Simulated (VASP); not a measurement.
Here is a VASP 6.6.1 calculation.

The input INCAR:

```
SYSTEM = Rb3Sn
PREC     = Accurate       ! precision mode
ENCUT    = 520            ! plane-wave cutoff, eV
EDIFF    = 1E-6           ! SCF threshold, eV
ISMEAR   = 0              ! smearing method
SIGMA    = 0.1            ! smearing width, eV
LREAL    = .False.        ! projectors in reciprocal space
LASPH    = .True.         ! aspherical terms in the spheres
NELM     = 150            ! most SCF steps
ALGO     = Normal         ! electronic algorithm
ISIF     = 2              ! what is computed and relaxed
LWAVE    = .False.        ! write WAVECAR
LCHARG   = .True.         ! write CHGCAR
ISPIN    = 2              ! spin polarisation
MAGMOM   = 0 0 0 1        ! initial moments
LORBIT   = 11             ! projections on sites
GGA      = PE             ! functional
LELF     = .True.         ! ELF
LVHAR    = .True.       
NBANDS   = 32             ! bands
```

File KPOINTS:

```
Automatic mesh
0
Gamma
  4 4 4
  0 0 0
```

The input POSCAR:

```
Rb3Sn
1.0
    0.0000000000      4.6585840000      4.6585840000
    4.6585840000      0.0000000000      4.6585840000
    4.6585840000      4.6585840000      0.0000000000
Rb Sn
3 1
Direct
    0.2500000000      0.2500000000      0.2500000000
    0.7500000000      0.7500000000      0.7500000000
    0.5000000000      0.5000000000      0.5000000000
    0.0000000000      0.0000000000      0.0000000000
```

Potentials or basis: VASP PAW PBE potentials, release 64 (Rb_sv, Sn_d).

Run with:

```sh
$ cat potpaw_PBE.64/Rb_sv/POTCAR potpaw_PBE.64/Sn_d/POTCAR > POTCAR
$ mpirun -np 1 vasp_std > vasp.out
```

(1) Estimate the site moments.

(2) What does it give for the net moment?

(3) What does it give for the band gap on the k mesh?

(4) Estimate the pressure.

## Answers

(1) Rb +0.01, +0.00 (each value once); Sn +0.32 μB.

(2) 1.03 μB per cell.

(3) zero (filled and empty bands overlap).

(4) 0.1 GPa.

Caveat: spin-orbit coupling is left out, which moves the levels of the heavy elements.
